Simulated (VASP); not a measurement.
# CsPbI2Br (P4mm) in VASP: single point with PBE

Aim: the single point of CsPbI2Br with PBE.

All numbers are computed with VASP 6.6.1; they aren't measurements. Logs are shortened: lines on timing, memory, paths and dates and some standing lists are left out, and cuts for length are marked.

## Step 1: The cell of the first run

Symmetry: P4mm, No. 99, tetragonal system. Conventional cell: a = 6.375 Å, b = 6.375 Å, c = 5.962 Å, α = 90.00°, β = 90.00°, γ = 90.00°. Cs (site symmetry 4mm) has 8 I at 4.28 to 4.45 Å and 4 Br at 4.51 Å and 8 Pb at 5.40 Å within 5.6 Å. Within 3.9 Å of Pb (site symmetry 4mm) lie 2 Br at 2.98 Å and 4 I at 3.19 Å. Within 4.6 Å of I (site symmetry 2mm) lie 2 Pb at 3.19 Å and 4 Cs at 4.28 to 4.45 Å and 4 Br at 4.28 to 4.45 Å and 4 I at 4.51 Å. Within 3.9 Å of Br (site symmetry 4mm) lie 2 Pb at 2.98 Å.

## Step 2: Single point, PBE (all I atoms moved +0.125 Å, as atom 3 along Cartesian [0 0 1])

INCAR reads:

```
ALGO     = Normal         # electronic algorithm
EDIFF    = 1E-6           # SCF threshold, eV
ENCUT    = 520            # plane-wave cutoff, eV
GGA      = PE             # functional
ISIF     = 2              # what is computed and relaxed
ISMEAR   = 0              # smearing method
LASPH    = T              # aspherical terms in the spheres
LCHARG   = F              # write CHGCAR
LREAL    = F              # projectors in reciprocal space
LWAVE    = F              # write WAVECAR
NBANDS   = 30             # bands
NELM     = 80             # most SCF steps
PREC     = Accurate       # precision mode
SIGMA    = 0.05           # smearing width, eV
```

KPOINTS reads:

```
k-points
0
Gamma
  4 4 6
```

POSCAR reads:

```
CsPbI2Br
1.0
    6.3752960000      0.0000000000      0.0000000000
    0.0000000000      6.3752960000      0.0000000000
    0.0000000000      0.0000000000      5.9622200000
Cs Pb I Br
1 1 2 1
Direct
    0.5000000000      0.5000000000      0.5000000000
    0.0000000000      0.0000000000      0.0000000000
    0.0000000000      0.5000000000      0.0209653451
    0.5000000000      0.0000000000      0.0209653451
    0.0000000000      0.0000000000      0.5000000000
```

Potentials or basis: VASP PAW PBE potentials, release 64 (Cs_sv, Pb_d, I, Br).

Launch:

```bash
cat potpaw_PBE.64/Cs_sv/POTCAR potpaw_PBE.64/Pb_d/POTCAR potpaw_PBE.64/I/POTCAR potpaw_PBE.64/Br/POTCAR > POTCAR
mpirun -np 1 vasp_std > vasp.out
```

OUTCAR:

```text
EDIFF = 1E-6
   ENCUT = 520
   GGA = PE
   ISIF = 2
   ISMEAR = 0
   LASPH = T
   LREAL = F
   NELM = 80
   PREC = Accurate

 ion  position               nearest neighbor table
   1  0.500  0.500  0.500-
   2  0.000  0.000  0.000-   5 2.98   5 2.98   3 3.19   4 3.19   3 3.19   4 3.19
   3  0.000  0.500  0.021-   2 3.19   2 3.19
   4  0.500  0.000  0.021-   2 3.19   2 3.19
   5  0.000  0.000  0.500-   2 2.98   2 2.98

  LATTYP: Found a simple tetragonal cell.
 ALAT       =     6.3752960000
 C/A-ratio  =     0.9352067731

  Lattice vectors:

 A1 = (   6.3752960000,   0.0000000000,   0.0000000000)
 A2 = (   0.0000000000,   6.3752960000,   0.0000000000)
 A3 = (   0.0000000000,   0.0000000000,   5.9622200000)

Analysis of symmetry for initial positions (statically):
=====================================================================
 Subroutine PRICEL returns:
 Original cell was already a primitive cell.

 Routine SETGRP: Setting up the symmetry group for a
 simple tetragonal supercell.

 Subroutine GETGRP returns: Found  8 space group operations
 (whereof  8 operations were pure point group operations)
 out of a pool of 16 trial point group operations.

The static configuration has the point symmetry C_4v.

Analysis of symmetry for dynamics (positions and initial velocities):
=====================================================================
 Subroutine PRICEL returns:
 Original cell was already a primitive cell.

 Routine SETGRP: Setting up the symmetry group for a
 simple tetragonal supercell.

 Subroutine GETGRP returns: Found  8 space group operations
 (whereof  8 operations were pure point group operations)
 out of a pool of 16 trial point group operations.

The dynamic configuration has the point symmetry C_4v.

 Subroutine INISYM returns: Found  8 space group operations
 (whereof  8 operations are pure point group operations),
 and found     1 'primitive' translations

----------------------------------------------------------------------------------------

                                     Primitive cell

  volume of cell :     242.3308

  direct lattice vectors                    reciprocal lattice vectors
     6.375296000  0.000000000  0.000000000     0.156855462  0.000000000  0.000000000
     0.000000000  6.375296000  0.000000000     0.000000000  0.156855462  0.000000000
     0.000000000  0.000000000  5.962220000     0.000000000  0.000000000  0.167722761

  length of vectors
     6.375296000  6.375296000  5.962220000     0.156855462  0.156855462  0.167722761

  position of ions in fractional coordinates (direct lattice)
     0.500000000  0.500000000  0.500000000
     0.000000000  0.000000000  0.000000000
     0.000000000  0.500000000  0.020965345
     0.500000000  0.000000000  0.020965345
     0.000000000  0.000000000  0.500000000

  ion indices of the primitive-cell ions
   primitive index   ion index
                 1           1
                 2           2
                 3           3
                 4           4
                 5           5

----------------------------------------------------------------------------------------

 KPOINTS: k-points

Automatic generation of k-mesh.
 Grid dimensions read from file:
 generate k-points for:    4    4    6

 Generating k-lattice:

  Cartesian coordinates                     Fractional coordinates (reciprocal lattice)
     0.039213866  0.000000000  0.000000000     0.250000000  0.000000000  0.000000000
     0.000000000  0.039213866  0.000000000     0.000000000  0.250000000  0.000000000
     0.000000000  0.000000000  0.027953793     0.000000000  0.000000000  0.166666667

  Length of vectors
     0.039213866  0.039213866  0.027953793

  Shift w.r.t. Gamma in fractional coordinates (k-lattice)
     0.000000000  0.000000000  0.000000000

 Subroutine IBZKPT returns following result:
 ===========================================

 Found     24 irreducible k-points:

 Following reciprocal coordinates:
            Coordinates               Weight
  0.000000  0.000000  0.000000      1.000000
  0.250000  0.000000  0.000000      4.000000
  0.500000  0.000000  0.000000      2.000000
  0.250000  0.250000  0.000000      4.000000
  0.500000  0.250000  0.000000      4.000000
  0.500000  0.500000  0.000000      1.000000
[... 16 lines left out ...]
  0.500000  0.250000  0.500000      4.000000
  0.500000  0.500000  0.500000      1.000000
   k-points           NKPTS =     24   k-points in BZ     NKDIM =     24   number of bands    NBANDS=     30
   number of dos      NEDOS =    301   number of ions     NIONS =      5
   total plane-waves  NPLWV = 110592
   dimension x,y,z NGX =    48 NGY =   48 NGZ =   48
   dimension x,y,z NGXF=    96 NGYF=   96 NGZF=   96
   ions per type =               1   1   2   1
   NGX,Y,Z   is equivalent  to a cutoff of  12.52, 12.52, 13.38 a.u.
   NGXF,Y,Z  is equivalent  to a cutoff of  25.03, 25.03, 26.77 a.u.
 SYSTEM =  unknown system
   PREC   = accura    normal or accurate (medium, high low for compatibility)
   ISTART =      0    job   : 0-new  1-cont  2-samecut
   ICHARG =      2    charge: 1-file 2-atom 10-const
   ISPIN  =      1    spin polarized calculation?
   LNONCOLLINEAR =      F non collinear calculations
   LSORBIT =      F    spin-orbit coupling
   LASPH  =      T    aspherical Exc in radial PAW
   ENCUT  =  520.0 eV  38.22 Ry    6.18 a.u.  11.85 11.85 11.09*2*pi/ulx,y,z
   NELM   =     80;   NELMIN=  2; NELMDL= -5     # of ELM steps
   EDIFF  = 0.1E-05   stopping-criterion for ELM
   LREAL  =      F    real-space projection
   EDIFFG = 0.1E-04   stopping-criterion for IOM
   NSW    =      0    number of steps for IOM
   IBRION =     -1    ionic relax: 0-MD 1-quasi-New 2-CG
   NFREE  =      0    steps in history (QN), initial steepest desc. (CG)
   ISIF   =      2    stress and relaxation
   ISYM   =      2    0-nonsym 1-usesym 2-fastsym
   POTIM  = 0.5000    time-step for ionic-motion
   TEBEG  =    0.0;   TEEND  =   0.0 temperature during run
   PSTRESS=    0.0 pullay stress
   NELECT =      44.0000    total number of electrons
   NUPDOWN=      -1.0000    fix difference up-down
   EMIN   =  10.00;   EMAX   =-10.00  energy-range for DOS
   EFERMI =   0.00;   METHOD = LEGACY
   ISMEAR =     0;   SIGMA  =   0.05  broadening in eV -4-tet -1-fermi 0-gaus
   EFERMI_NEDOS =   21; number of points for ismear=-14 and -15
   IALGO  =     38    algorithm
   IMIX   =      4    mixing-type and parameters
     AMIX     =   0.40;   BMIX     =  1.00
     AMIX_MAG =   1.60;   BMIX_MAG =  1.00
  volume/ion in A,a.u.               =      48.47       327.07
  Fermi-wavevector in a.u.,A,eV,Ry     =   0.927021  1.751815 11.692406  0.859368
  Thomas-Fermi vector in A             =   2.053046
   LORBIT       =      0    0 simple, 1 ext, 2 COOP (PROOUT), +10 PAW based schemes
   GGA     = PE    functional components
   LHFCALC =     F    Hartree Fock is set to
   AEXX    =    0.0000 exact exchange contribution
   IVDW    =     0    specifies the selected vdW correction
   LEPSILON=     F    determine dielectric tensor
   LRPA    =     F    only Hartree local field effects (RPA)
 non-spin polarized calculation
 Gauss-broadening in eV      SIGMA  =   0.05
  energy-cutoff  :      520.00
  volume of cell :      242.33
 maximum number of plane-waves:      6558
 NGX is ok and might be reduce to    48
   NGX = 23   NGY = 23   NGZ = 23

 number of electron      43.9999998 magnetization

 Free energy of the ion-electron system (eV)
  ---------------------------------------------------
  ext. energy  EPLUGINS =         0.00000000
  ---------------------------------------------------
  free energy    TOTEN  =       -14.63237885 eV

  energy without entropy =      -14.63237885  energy(sigma->0) =      -14.63237885

 E-fermi :   1.4454     XC(G=0):  -7.3144

 val. band max:        1.2069726496   @ k =   0.5000   0.5000   0.5000
 cond. band min:       2.7197533119   @ k =   0.5000   0.5000   0.5000
 fundamental gap:      1.5127806622
 Fermi energy:         1.4454163254

 k-point     1 :       0.0000    0.0000    0.0000
  band No.  band energies     occupation
      1     -20.1220      2.00000
      2     -15.4641      2.00000
      3     -15.4460      2.00000
      4     -15.3935      2.00000
      5     -15.3756      2.00000
      6     -15.3756      2.00000
[... 22 lines left out ...]
     29       6.8216      0.00000
     30       6.8332      0.00000

 k-point     2 :       0.2500    0.0000    0.0000
  band No.  band energies     occupation
      1     -20.1219      2.00000
      2     -15.4631      2.00000
      3     -15.4418      2.00000
      4     -15.3937      2.00000
      5     -15.3759      2.00000
      6     -15.3756      2.00000
[... 22 lines left out ...]
     29       6.3968      0.00000
     30       6.8244      0.00000

 k-point     3 :       0.5000    0.0000    0.0000
  band No.  band energies     occupation
      1     -20.1217      2.00000
      2     -15.4625      2.00000
      3     -15.4372      2.00000
      4     -15.3940      2.00000
      5     -15.3761      2.00000
      6     -15.3756      2.00000
[... 22 lines left out ...]
     29       6.5041      0.00000
     30       7.2415      0.00000

 k-point     4 :       0.2500    0.2500    0.0000
  band No.  band energies     occupation
      1     -20.1218      2.00000
      2     -15.4618      2.00000
      3     -15.4379      2.00000
      4     -15.3940      2.00000
      5     -15.3759      2.00000
      6     -15.3759      2.00000
[... 22 lines left out ...]
     29       6.7485      0.00000
     30       6.8759      0.00000

 k-point     5 :       0.5000    0.2500    0.0000
  band No.  band energies     occupation
      1     -20.1216      2.00000
      2     -15.4608      2.00000
      3     -15.4337      2.00000
      4     -15.3942      2.00000
      5     -15.3761      2.00000
      6     -15.3759      2.00000
[... 22 lines left out ...]
     29       6.8618      0.00000
     30       7.1324      0.00000
[... 526 lines left out ...]
     29       7.0968      0.00000
     30       7.4380      0.00000

 k-point    22 :       0.2500    0.2500    0.5000
  band No.  band energies     occupation
      1     -20.1211      2.00000
      2     -15.4379      2.00000
      3     -15.4146      2.00000
      4     -15.3940      2.00000
      5     -15.3766      2.00000
      6     -15.3766      2.00000
[... 22 lines left out ...]
     29       6.9479      0.00000
     30       7.0446      0.00000

 k-point    23 :       0.5000    0.2500    0.5000
  band No.  band energies     occupation
      1     -20.1210      2.00000
      2     -15.4341      2.00000
      3     -15.4129      2.00000
      4     -15.3942      2.00000
      5     -15.3769      2.00000
      6     -15.3766      2.00000
[... 22 lines left out ...]
     29       6.5948      0.00000
     30       7.1310      0.00000

 k-point    24 :       0.5000    0.5000    0.5000
  band No.  band energies     occupation
      1     -20.1209      2.00000
      2     -15.4297      2.00000
      3     -15.4118      2.00000
      4     -15.3944      2.00000
      5     -15.3768      2.00000
      6     -15.3768      2.00000
[... 22 lines left out ...]
     29       6.3990      0.00000
     30       7.2474      0.00000

------------------------ aborting loop because EDIFF is reached ----------------------------------------

  FORCE on cell =-STRESS in cart. coord.  units (eV):
  Direction    XX          YY          ZZ          XY          YZ          ZX
  --------------------------------------------------------------------------------------
  -------------------------------------------------------------------------------------
  Total        0.5330654      0.5330654      0.3014222      0.0000000      0.0000000      0.0000000
  in kB        3.5243774      3.5243774      1.9928615      0.0000000      0.0000000      0.0000000
  external PRESSURE =       3.0138721 kB  Pullay stress =       0.0000000 kB

 VOLUME and BASIS-vectors are now :
 -----------------------------------------------------------------------------
  energy-cutoff  :      520.00
  volume of cell :      242.33
      direct lattice vectors                 reciprocal lattice vectors
     6.375296000  0.000000000  0.000000000     0.156855462  0.000000000  0.000000000
     0.000000000  6.375296000  0.000000000     0.000000000  0.156855462  0.000000000
     0.000000000  0.000000000  5.962220000     0.000000000  0.000000000  0.167722761

 POSITION                                       TOTAL-FORCE (eV/Angst)
 -----------------------------------------------------------------------------------
      3.18765      3.18765      2.98111         0.000000     -0.000000      0.003755
      0.00000      0.00000      0.00000        -0.000000      0.000000     -0.017863
      0.00000      3.18765      0.12500         0.000000      0.000000     -0.021111
      3.18765      0.00000      0.12500         0.000000      0.000000     -0.021111
      0.00000      0.00000      2.98111         0.000000      0.000000      0.056330
 -----------------------------------------------------------------------------------
    total drift:                                0.000000     -0.000000     -0.000228

  FREE ENERGIE OF THE ION-ELECTRON SYSTEM (eV)
  ---------------------------------------------------
  free  energy   TOTEN  =       -14.6323788483 eV

  energy  without entropy=      -14.6323788483  energy(sigma->0) =      -14.63237885
```

Run time: 2 min. Hardware: 1 thread of Intel Xeon 6975P-C (Granite Rapids), shared host; peak memory 0.45 GiB.

Results:

| Property | Result |
| --- | --- |
| Free energy | -14.6324 eV |
| Pressure | 0.3 GPa |
| Largest force | 0.056 eV/Å |
| Band gap on the k mesh | 1.51 eV |

Forces on the atoms (eV/Å):
```
Cs   0.000  0.000  0.004
Pb   0.000  0.000 -0.018
I    0.000  0.000 -0.021
I    0.000  0.000 -0.021
Br   0.000  0.000  0.056
```

Levels at points of the mesh, in eV from the valence-band top:
```tsv
k point	band 20	band 21	band 22	band 23	band 24	band 25
(0.00, 0.00, 0.00)	-1.27	-1.24	-1.24	3.18	4.07	4.47
(0.50, 0.00, 0.00)	-1.42	-1.33	-0.90	2.30	4.44	4.96
(0.50, 0.50, 0.00)	-1.38	-0.85	-0.47	1.96	1.96	4.82
(0.00, 0.00, 0.50)	-1.32	-1.32	-1.13	2.57	4.91	4.93
(0.50, 0.00, 0.50)	-1.60	-1.00	-0.47	1.93	2.18	4.82
(0.50, 0.50, 0.50)	-0.98	-0.83	0.00	1.51	1.51	1.72
```

Caveat: the cell differs from its parent crystal (all I atoms moved +0.125 Å, as atom 3 along Cartesian [0 0 1]); spin-orbit coupling is left out, which moves the levels of the heavy elements. A k mesh can miss the band edges.
